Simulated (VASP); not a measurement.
Write the native input for VASP 6.6.1 that does the following.

- Task: single point
- Functional: PBEsol
- Potentials or basis: VASP PAW PBE potentials, release 64 (K_sv, Si, Sb)
- Cutoff: 520 eV
- k mesh: 4 × 4 × 4
- Occupations: fermi-dirac, width 0.05 eV
- Spin: no spin polarisation
- Dipole correction: no
- Further INCAR settings: ALGO = Normal; EDIFF = 1e-06; NBANDS = 25

The structure of KSi2Sb3 lies in POSCAR:

```
KSi2Sb3
1.0
    2.5513562933     -5.8693258332     -0.0168330961
    2.6778787928      5.9254166335      0.0165985812
    0.0026917047      0.0128761188      5.2842347472
K Si Sb
1 2 3
Direct
   -0.0290681799     -0.0722054051      0.0216203927
    0.5310911786      0.1827196360      0.5199247337
    0.0865266266      0.6306333623      0.5206764587
    0.6408899584      0.2042489521      0.0204210924
    0.2527129364      0.5986516863      0.0224791251
    0.4703835144      0.5515410277      0.5225341997
```

The input as run:

INCAR

```
SYSTEM = KSi2Sb3
ALGO = Normal ; EDIFF = 1E-6
ENCUT = 520 ; GGA = PS
ISIF = 2 ; ISMEAR = -1
LASPH = .TRUE. ; LCHARG = .FALSE.
LREAL = .FALSE. ; LWAVE = .FALSE.
NBANDS = 25 ; NELM = 60
PREC = Accurate ; SIGMA = 0.05
```

KPOINTS

```
k-points
0
G
  4 4 4
  0 0 0
```

Potentials or basis: VASP PAW PBE potentials, release 64 (K_sv, Si, Sb).

Command:

```bash
$ cat potpaw_PBE.64/K_sv/POTCAR potpaw_PBE.64/Si/POTCAR potpaw_PBE.64/Sb/POTCAR > POTCAR
$ mpirun -np 1 vasp_std > vasp.out
```

Results of the run:

```yaml
Pressure: 0.2 GPa
Largest_force: 0.026 eV/Å
Band_gap_on_the_k_mesh: zero (bands 16 and 17 overlap by 1.59 eV)
```

Caveat: the PAW data sets were made with another functional, which shifts forces and pressure a little; spin-orbit coupling is left out, which moves the levels of the heavy elements.

Wall time 2.6 min on 1 thread of AMD EPYC 7R43 64-Core Processor (Zen 3), with other jobs on the host, peak memory 0.33 GiB.
